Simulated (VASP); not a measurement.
A run of VASP 6.6.1 is set up as follows.

Contents of INCAR:

```
SYSTEM = GaN
PREC = Accurate
ENCUT = 520
EDIFF = 1E-7
ISMEAR = 0
SIGMA = 0.1
LREAL = .FALSE.
LASPH = .TRUE.
NELM = 80
ALGO = Normal
ISIF = 2
LWAVE = .FALSE.
LCHARG = .FALSE.
GGA = PE
NBANDS = 26
```

The input KPOINTS:

```
Automatic mesh
0
G
  6 6 6
  0 0 0
```

The input POSCAR:

```
GaN
1.0
    1.4541866359     -5.9982517810      0.0000000000
    1.4541866359      5.9982517810      0.0000000000
    0.0000000000      0.0000000000      2.9150759117
Ga N
2 2
Direct
    0.6631112737      0.3368887263      0.7500000000
    0.3368887263      0.6631112737      0.2500000000
    0.8430437246      0.1569562754      0.7500000000
    0.1569562754      0.8430437246      0.2500000000
```

Potentials or basis: VASP PAW PBE potentials, release 64 (Ga_d, N).

Run with:

```sh
$ cat potpaw_PBE.64/Ga_d/POTCAR potpaw_PBE.64/N/POTCAR > POTCAR
$ mpirun -np 1 vasp_std > vasp.out
```

(1) What does it give for the largest force?

(2) Predict the pressure.

(3) Predict the band gap on the k mesh.

## Answers

(1) 0.041 eV/Å.

(2) 0.6 GPa.

(3) 0.69 eV, indirect (least direct gap 1.86 eV).
